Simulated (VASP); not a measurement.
**LiSi16 (a cell with a defect): single point with PBE+D3(BJ)**

LiSi16 (a cell with a defect):

```
Si Li
1.0
     0.00000    5.43000    5.43000
     5.43000    0.00000    5.43000
     5.43000    5.43000    0.00000
Si Li
16 1
Direct
  0.00760 0.97600 0.00843
  0.11820 0.12086 0.11900
  0.98724 0.00363 0.50479
  0.11820 0.12086 0.64238
  0.99869 0.49637 0.99950
  0.13135 0.60476 0.13216
  0.99869 0.49637 0.50588
  0.12037 0.63011 0.62497
  0.50397 0.00363 0.98806
  0.64155 0.12087 0.11901
  0.50397 0.00363 0.50478
  0.61699 0.14782 0.61781
  0.50507 0.49637 0.99950
  0.62417 0.63011 0.12118
  0.49300 0.51981 0.49381
  0.62417 0.63011 0.62497
  0.28983 0.12927 0.29068
```

```
Program                : VASP 6.6.1
Task                   : single point
Functional             : PBE
Dispersion             : D3(BJ)
Potentials or basis    : VASP PAW PBE potentials, release 64 (Si, Li_sv)
Cutoff                 : 520 eV
k mesh                 : 2 × 2 × 2
Occupations            : gaussian, width 0.05 eV
Spin                   : collinear spin, zero start
Starting moments       : [0.0, 0.0, 0.0, 0.0, 0.0, 0.0, 0.0, 0.0, 0.0, 0.0, 0.0, 0.0, 0.0, 0.0, 0.0, 0.0, 0.0] μB
Dipole correction      : no
Further INCAR settings : LREAL = Auto; ALGO = Normal; EDIFF = 1e-06; NBANDS = 52
```

```
Largest force                                         : 0.596 eV/Å
Net moment                                            : 0.00 μB per cell
Valence electrons inside the program's atomic spheres : Si 1.71, 1.70, 1.69 (each value once); Li 2.15
Dispersion energy per atom                            : -0.321 eV
```

Forces in eV/Å, atoms in the order of the input:
```
Si  -0.055  0.053 -0.052
Si  -0.019  0.007 -0.019
Si  -0.035  0.037 -0.010
Si  -0.008  0.019 -0.019
Si  -0.033 -0.010 -0.033
Si  -0.006  0.005 -0.005
Si   0.010  0.033 -0.033
Si  -0.031  0.030 -0.018
Si  -0.008  0.037 -0.037
Si  -0.019  0.019 -0.008
Si  -0.035  0.009 -0.038
Si  -0.013  0.013 -0.012
Si  -0.033  0.032  0.009
Si  -0.018  0.030 -0.030
Si  -0.012  0.011 -0.011
Si  -0.031  0.018 -0.030
Li   0.344 -0.344  0.345
```

Levels at points of the mesh, in eV from the Fermi level:
Spin up:
```csv
k point,band 30,band 31,band 32,band 33,band 34,band 35,band 36,band 37
"(0.00, 0.00, 0.00)",-1.73,-0.73,-0.68,-0.68,-0.35,-0.09,-0.09,0.00
"(0.50, 0.00, 0.00)",-1.51,-1.51,-1.46,-1.42,0.42,0.56,0.76,0.76
"(0.00, 0.50, 0.00)",-1.48,-1.48,-1.42,-1.42,0.57,0.57,0.61,0.95
"(0.00, 0.00, 0.50)",-1.51,-1.51,-1.46,-1.42,0.42,0.56,0.76,0.76
"(0.50, 0.50, 0.50)",-1.51,-1.51,-1.46,-1.42,0.42,0.56,0.76,0.76
"(0.50, 0.50, 0.00)",-2.09,-2.09,-2.01,-1.95,0.28,0.41,1.48,1.57
"(0.00, 0.50, 0.50)",-2.09,-2.09,-2.01,-1.95,0.28,0.41,1.48,1.57
"(0.50, 0.00, 0.50)",-2.09,-2.09,-2.01,-1.95,0.28,0.41,1.48,1.57
```
Spin down:
| k point | band 31 | band 32 | band 33 | band 34 | band 35 | band 36 |
| --- | --- | --- | --- | --- | --- | --- |
| (0.00, 0.00, 0.00) | -0.73 | -0.68 | -0.68 | -0.35 | -0.09 | -0.09 |
| (0.50, 0.00, 0.00) | -1.51 | -1.46 | -1.42 | 0.42 | 0.56 | 0.76 |
| (0.00, 0.50, 0.00) | -1.48 | -1.42 | -1.42 | 0.57 | 0.57 | 0.61 |
| (0.00, 0.00, 0.50) | -1.51 | -1.46 | -1.42 | 0.42 | 0.56 | 0.76 |
| (0.50, 0.50, 0.50) | -1.51 | -1.46 | -1.42 | 0.42 | 0.56 | 0.76 |
| (0.50, 0.50, 0.00) | -2.09 | -2.01 | -1.95 | 0.28 | 0.41 | 1.48 |
| (0.00, 0.50, 0.50) | -2.09 | -2.01 | -1.95 | 0.28 | 0.41 | 1.48 |
| (0.50, 0.00, 0.50) | -2.09 | -2.01 | -1.95 | 0.28 | 0.41 | 1.48 |

Run time: 7.4 min on 1 thread of Intel(R) Xeon(R) Platinum 8259CL CPU @ 2.50GHz (Skylake/Cascade Lake) (shared host), peak memory 0.71 GiB.

Caveat: the k points lie up to 0.50 Å⁻¹ apart; no moment was typed at the start, so none could form.
